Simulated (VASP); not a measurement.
Runs of VASP 6.6.1 on Rh. It takes space group Fm-3m (No. 225, cubic). Conventional cell: a = 3.796 Å, b = 3.796 Å, c = 3.796 Å, α = 90.00°, β = 90.00°, γ = 90.00°. Rh (site symmetry m-3m) has 12 Rh at 2.68 Å within 3.5 Å. 

```csv
smearing,gap on the mesh (eV),pressure (GPa)
fermi-dirac 0.3 eV,none,11.3
fermi-dirac 0.05 eV,none,7.7
fermi-dirac 0.1 eV,none,8.0
fermi-dirac 0.2 eV,none,(a)
```

Alike in all rows: task single point; level PBE; potentials or basis VASP PAW PBE potentials, release 64 (Rh_pv); no spin polarisation; cell as given; k mesh 13 × 13 × 13; cutoff (eV) 520.

Question: Estimate the missing entries.

Answer: (a) 9.3.

A k mesh can miss the band edges, and the runs leave out spin-orbit coupling on Rh.

A gap of «none» marks levels without a gap at the run's occupations.
